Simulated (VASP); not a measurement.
# CuGe2 (P4/mmm) in VASP: single point with r2SCAN

Aim: the single point of CuGe2 with r2SCAN.

All numbers are computed with VASP 6.6.1; they aren't measurements. Logs are shortened: lines on timing, memory, paths and dates and some standing lists are left out, and cuts for length are marked.

### Step 1. The cell of the first run

The structure is tetragonal, space group P4/mmm (No. 123). Conventional cell: a = 2.868 Å, b = 2.868 Å, c = 5.918 Å, α = 90.00°, β = 90.00°, γ = 90.00°. Within 3.2 Å of Ge (site symmetry 4mm) lie 5 Ge at 2.43 to 2.87 Å and 4 Cu at 2.68 Å. Cu (site symmetry 4/mmm) has 8 Ge at 2.68 Å and 4 Cu at 2.87 Å within 3.5 Å.

### Step 2. Single point, r2SCAN

The input, POSCAR:

```
CuGe2
1.0
    2.8682010000      0.0000000000      0.0000000000
    0.0000000000      2.8682010000      0.0000000000
    0.0000000000      0.0000000000      5.9178180000
Ge Cu
2 1
Direct
    0.5000000000      0.5000000000      0.2950000000
    0.5000000000      0.5000000000      0.7050000000
    0.0000000000      0.0000000000      0.0000000000
```

The input, INCAR.step1:

```
ALGO = Normal ; EDIFF = 1E-4
ENCUT = 520 ; GGA = PE
ISMEAR = -5 ; LASPH = True
LCHARG = False ; LREAL = False
LWAVE = True ; NBANDS = 26
NELM = 80 ; PREC = Accurate
SIGMA = 0.1
```

The input, INCAR.step2:

```
ALGO = Normal ; EDIFF = 1E-6
ENCUT = 520 ; ISIF = 2
ISMEAR = -5 ; ISTART = 1
LASPH = True ; LCHARG = False
LMIXTAU = True ; LREAL = False
LWAVE = False ; METAGGA = R2SCAN
NBANDS = 26 ; NELM = 80
PREC = Accurate ; SIGMA = 0.1
```

The input, KPOINTS:

```
k-points
0
Gamma
  9 9 5
```

Potentials or basis: VASP PAW PBE potentials, release 64 (Ge_d, Cu).

Started as:

```bash
> cat potpaw_PBE.64/Ge_d/POTCAR potpaw_PBE.64/Cu/POTCAR > POTCAR
> cp INCAR.step1 INCAR
> mpirun -np 1 vasp_std > vasp.out
> cp INCAR.step2 INCAR
> mpirun -np 1 vasp_std > vasp.out
```

OUTCAR:

```text
EDIFF = 1E-6
   ENCUT = 520
   ISIF = 2
   ISMEAR = -5
   ISTART = 1
   LASPH = True
   LREAL = False
   METAGGA = R2SCAN
   NELM = 80
   PREC = Accurate

 ion  position               nearest neighbor table
   1  0.500  0.500  0.295-   2 2.43   3 2.68   3 2.68   3 2.68   3 2.68
   2  0.500  0.500  0.705-   1 2.43   3 2.68   3 2.68   3 2.68   3 2.68
   3  0.000  0.000  0.000-   1 2.68   2 2.68   1 2.68   2 2.68   1 2.68   2 2.68   1 2.68   2 2.68

  LATTYP: Found a simple tetragonal cell.
 ALAT       =     2.8682010000
 C/A-ratio  =     2.0632507973

  Lattice vectors:

 A1 = (   2.8682010000,   0.0000000000,   0.0000000000)
 A2 = (   0.0000000000,   2.8682010000,   0.0000000000)
 A3 = (   0.0000000000,   0.0000000000,   5.9178180000)

Analysis of symmetry for initial positions (statically):
=====================================================================
 Subroutine PRICEL returns:
 Original cell was already a primitive cell.

 Routine SETGRP: Setting up the symmetry group for a
 simple tetragonal supercell.

 Subroutine GETGRP returns: Found 16 space group operations
 (whereof 16 operations were pure point group operations)
 out of a pool of 16 trial point group operations.

The static configuration has the point symmetry D_4h.

Analysis of symmetry for dynamics (positions and initial velocities):
=====================================================================
 Subroutine PRICEL returns:
 Original cell was already a primitive cell.

 Routine SETGRP: Setting up the symmetry group for a
 simple tetragonal supercell.

 Subroutine GETGRP returns: Found 16 space group operations
 (whereof 16 operations were pure point group operations)
 out of a pool of 16 trial point group operations.

The dynamic configuration has the point symmetry D_4h.

 Subroutine INISYM returns: Found 16 space group operations
 (whereof 16 operations are pure point group operations),
 and found     1 'primitive' translations

----------------------------------------------------------------------------------------

                                     Primitive cell

  volume of cell :      48.6834

  direct lattice vectors                    reciprocal lattice vectors
     2.868201000  0.000000000  0.000000000     0.348650600  0.000000000  0.000000000
     0.000000000  2.868201000  0.000000000     0.000000000  0.348650600  0.000000000
     0.000000000  0.000000000  5.917818000     0.000000000  0.000000000  0.168981202

  length of vectors
     2.868201000  2.868201000  5.917818000     0.348650600  0.348650600  0.168981202

[... 86 lines left out ...]
   EDIFFG = 0.1E-04   stopping-criterion for IOM
   NSW    =      0    number of steps for IOM
   IBRION =     -1    ionic relax: 0-MD 1-quasi-New 2-CG
   NFREE  =      0    steps in history (QN), initial steepest desc. (CG)
   ISIF   =      2    stress and relaxation
   ISYM   =      2    0-nonsym 1-usesym 2-fastsym
   POTIM  = 0.5000    time-step for ionic-motion
   TEBEG  =    0.0;   TEEND  =   0.0 temperature during run
   PSTRESS=    0.0 pullay stress
   NELECT =      39.0000    total number of electrons
   NUPDOWN=      -1.0000    fix difference up-down
   EMIN   =  10.00;   EMAX   =-10.00  energy-range for DOS
   EFERMI =   0.00;   METHOD = LEGACY
   ISMEAR =    -5;   SIGMA  =   0.10  broadening in eV -4-tet -1-fermi 0-gaus
   EFERMI_NEDOS =   21; number of points for ismear=-14 and -15
   IALGO  =     38    algorithm
   IMIX   =      4    mixing-type and parameters
     AMIX     =   0.40;   BMIX     =  1.00
     AMIX_MAG =   1.60;   BMIX_MAG =  1.00
  volume/ion in A,a.u.               =      16.23       109.51
  Fermi-wavevector in a.u.,A,eV,Ry     =   1.520441  2.873216 31.453125  2.311739
  Thomas-Fermi vector in A             =   2.629291
   LORBIT       =      0    0 simple, 1 ext, 2 COOP (PROOUT), +10 PAW based schemes
   METAGGA = R2SCAN    functional components
   LHFCALC =     F    Hartree Fock is set to
   AEXX    =    0.0000 exact exchange contribution
   IVDW    =     0    specifies the selected vdW correction
   LEPSILON=     F    determine dielectric tensor
   LRPA    =     F    only Hartree local field effects (RPA)
 non-spin polarized calculation
 Fermi weights with tetrahedron method with Bloechl corrections
  energy-cutoff  :      520.00
  volume of cell :       48.68
 maximum number of plane-waves:      1330
 NGX is ok and might be reduce to    24
   NGX = 11   NGY = 11   NGZ = 23

 number of electron      38.9999983 magnetization

 Free energy of the ion-electron system (eV)
  ---------------------------------------------------
  ext. energy  EPLUGINS =         0.00000000
  ---------------------------------------------------
  free energy    TOTEN  =       -37.56581969 eV

  energy without entropy =      -37.56581969  energy(sigma->0) =      -37.56581969

 E-fermi :   7.2647     XC(G=0): -12.7392

 val. band max:        7.3496641023   @ k =   0.2222   0.1111   0.4000
 cond. band min:       7.1737761798   @ k =   0.4444   0.4444   0.2000
 fundamental gap:     -0.1758879224
 Fermi energy:         7.2646614649

 k-point     1 :       0.0000    0.0000    0.0000
  band No.  band energies     occupation
      1     -18.4588      2.00000
      2     -18.3871      2.00000
      3     -18.3681      2.00000
      4     -18.2944      2.00000
      5     -18.2944      2.00000
      6     -18.2257      2.00000
[... 685 lines left out ...]
     25      16.6947      0.00000
     26      17.6358      0.00000

 [... further k-points ...]

------------------------ aborting loop because EDIFF is reached ----------------------------------------

  FORCE on cell =-STRESS in cart. coord.  units (eV):
  Direction    XX          YY          ZZ          XY          YZ          ZX
  --------------------------------------------------------------------------------------
  -------------------------------------------------------------------------------------
  Total       -0.2865154     -0.2865154      1.4817197      0.0000000      0.0000000     -0.0000000
  in kB       -9.4292626     -9.4292626     48.7636116      0.0000000      0.0000000     -0.0000000
  external PRESSURE =       9.9683621 kB  Pullay stress =       0.0000000 kB

 VOLUME and BASIS-vectors are now :
 -----------------------------------------------------------------------------
  energy-cutoff  :      520.00
  volume of cell :       48.68
      direct lattice vectors                 reciprocal lattice vectors
     2.868201000  0.000000000  0.000000000     0.348650600  0.000000000  0.000000000
     0.000000000  2.868201000  0.000000000     0.000000000  0.348650600  0.000000000
     0.000000000  0.000000000  5.917818000     0.000000000  0.000000000  0.168981202

 POSITION                                       TOTAL-FORCE (eV/Angst)
 -----------------------------------------------------------------------------------
      1.43410      1.43410      1.74576         0.000000      0.000000     -1.049006
      1.43410      1.43410      4.17206         0.000000     -0.000000      1.049006
      0.00000      0.00000      0.00000         0.000000      0.000000      0.000000
 -----------------------------------------------------------------------------------
    total drift:                                0.000000     -0.000000      0.000000

  FREE ENERGIE OF THE ION-ELECTRON SYSTEM (eV)
  ---------------------------------------------------
  free  energy   TOTEN  =       -37.5658196921 eV

  energy  without entropy=      -37.5658196921  energy(sigma->0) =      -37.56581969
```

OUTCAR.step1:

```text
EDIFF = 1E-4
   ENCUT = 520
   GGA = PE
   ISMEAR = -5
   LASPH = True
   LREAL = False
[... 923 lines left out ...]
      1.43410      1.43410      1.74576         0.000000      0.000000     -1.095585
      1.43410      1.43410      4.17206         0.000000      0.000000      1.095585
      0.00000      0.00000      0.00000         0.000000      0.000000      0.000000
 -----------------------------------------------------------------------------------
    total drift:                                0.000000     -0.000000      0.000000

  FREE ENERGIE OF THE ION-ELECTRON SYSTEM (eV)
  ---------------------------------------------------
  free  energy   TOTEN  =       -12.0256230398 eV

  energy  without entropy=      -12.0256230398  energy(sigma->0) =      -12.02562304
```

Wall time 2.3 min (1 thread of Intel Xeon Platinum 8259CL at 2.50GHz (Skylake/Cascade Lake), shared host); peak memory 0.2 GiB.

Results:

```yaml
Free_energy: -37.5658 eV
Pressure: 1.0 GPa
Largest_force: 1.049 eV/Å
Band_gap_on_the_k_mesh: zero (an odd number of electrons rules out a gap without spin polarisation)
```

Forces in eV/Å, atoms in the order of the input:
```
Ge   0.000  0.000 -1.049
Ge   0.000  0.000  1.049
Cu   0.000  0.000  0.000
```

Levels at points of the mesh, in eV from the Fermi level:
| k point | band 18 | band 19 | band 20 | band 21 | band 22 | band 23 |
| --- | --- | --- | --- | --- | --- | --- |
| (0.00, 0.00, 0.00) | -3.02 | 4.10 | 4.36 | 4.36 | 6.93 | 7.77 |

Caveat: the stress differs along the axes, from -1 to 5 GPa; the PAW data sets were made with another functional, which shifts forces and pressure a little; an odd number of electrons without spin polarisation forces a metal; a magnetic or distorted state may lie lower; tetrahedron occupations give inexact forces and stress in metals.
